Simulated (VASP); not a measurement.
Here is a VASP 6.6.1 calculation.

The input INCAR:

```
PREC = Accurate
ENCUT = 520
EDIFF = 1E-7
ISMEAR = 0
SIGMA = 0.05
LREAL = F
LASPH = T
NELM = 100
ALGO = Normal
ISIF = 2
LWAVE = F
LCHARG = F
GGA = PE
NBANDS = 42
NELECT = 63.25
```

KPOINTS

```
regular mesh
0
Gamma
  9 9 6
```

Contents of POSCAR:

```
NbSi2
1.0
    4.8190000000      0.0000000000      0.0000000000
   -2.4095000000      4.1733764208      0.0000000000
    0.0000000000      0.0000000000      6.5920000000
Nb Si
3 6
Direct
    0.5000000000      0.0000000000      0.5000000000
    0.5000000000      0.5000000000      0.8333333333
    0.0000000000      0.5000000000      0.1666666667
    0.1599000000      0.3198000000      0.5000000000
    0.8401000000      0.1599000000      0.8333333333
    0.6802000000      0.8401000000      0.1666666667
    0.8401000000      0.6802000000      0.5000000000
    0.1599000000      0.8401000000      0.8333333333
    0.3198000000      0.1599000000      0.1666666667
```

Potentials or basis: VASP PAW PBE potentials, release 64 (Nb_sv, Si).

Launch:

```bash
$ cat potpaw_PBE.64/Nb_sv/POTCAR potpaw_PBE.64/Si/POTCAR > POTCAR
$ mpirun -np 1 vasp_std > vasp.out
```

What does it give for the largest force?

0.100 eV/Å.

Forces in eV/Å, atoms in the order of the input:
```
Nb   0.000  0.000  0.000
Nb   0.000  0.000  0.000
Nb   0.000  0.000  0.000
Si   0.000 -0.100  0.000
Si   0.087 -0.050  0.000
Si   0.087  0.050  0.000
Si   0.000  0.100  0.000
Si  -0.087  0.050  0.000
Si  -0.087 -0.050  0.000
```

Caveat: the cell carries a net charge on a neutralising background, which shifts energy and pressure; an odd number of electrons without spin polarisation forces a metal; a magnetic or distorted state may lie lower.
